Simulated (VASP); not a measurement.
Runs of VASP 6.6.1 on Fe. Symmetry: Im-3m, No. 229, cubic system. Conventional cell: a = 2.910 Å, b = 2.910 Å, c = 2.910 Å, α = 90.00°, β = 90.00°, γ = 90.00°. Fe (site symmetry m-3m) has 14 Fe at 2.52 to 2.91 Å within 3.3 Å. 

```csv
spin,gap on the mesh (eV),pressure (GPa),moment (μB)
"collinear, antiferromagnetic start",none,(a),0.00
collinear,none,-35.7,0.00
off,none,-35.7,-
"collinear, ferromagnetic start",none,-6.7,5.44
```

Alike in all rows: task single point; level r2SCAN; potentials or basis VASP PAW PBE potentials, release 64 (Fe); cell as given; k mesh 7 × 14 × 14; cutoff (eV) 520; smearing fermi-dirac 0.1 eV.

Fill in the values left out.

(a) -7.6.

Caveats: the cell stands under tension; the PAW data sets were made with another functional, which shifts forces and pressure a little; the antiferromagnetic order is the one typed at the start, and another may lie lower (at least some runs).

A gap of «none» marks levels without a gap at the run's occupations.
